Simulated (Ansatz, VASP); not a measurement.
**CaCu4Bi in VASP and in Ansatz**

```
Ca Cu Bi
1.0
     0.00000    3.64203    3.64203
     3.64203    0.00000    3.64203
     3.64203    3.64203    0.00000
Ca Cu Bi
1 4 1
Cartesian
  0.0000 0.0000 0.0000
  2.7399 4.5441 4.5441
  2.7399 2.7399 2.7399
  4.5441 2.7399 4.5441
  4.5441 4.5441 2.7399
  5.4631 5.4631 5.4631
```

Change from the starting cell: species swapped into the TbCu4Ag type (F-43m, No. 216).

Alike in both runs: task single point; functional PBE; k mesh 4 × 4 × 4; occupations gaussian, width 0.1 eV; no spin polarisation.

|  | VASP | Ansatz |
| --- | --- | --- |
| version | VASP 6.6.1 | Ansatz 0.2.0 |
| potentials or method | VASP PAW PBE potentials, release 64 (Ca_sv, Cu, Bi_d), cutoff 520 eV | scalar-relativistic, plane waves, PAW |
| valence electrons in the cell | 69 | 101 |

Ansatz gave:

- gap on the k mesh at the Fermi level (eV): none
- pressure (GPa): 6.4
- rms of the force components (eV/Å): 0.139

Problem. What did VASP give for the same quantities?

Solution. gap on the k mesh at the Fermi level (eV): none; pressure (GPa): 6.7; rms of the force components (eV/Å): 0.140.

Atom by atom the forces differ by 0.001 eV/Å (rms over components). A gap of «none» marks a metal or a gap that the smearing closes. VASP's potentials hold 69 valence electrons a cell and Ansatz's 101, so a difference there can come from the potentials and not from the codes.

The k mesh is coarse, so the values compare programs but aren't converged. Neither program's run includes spin-orbit coupling.
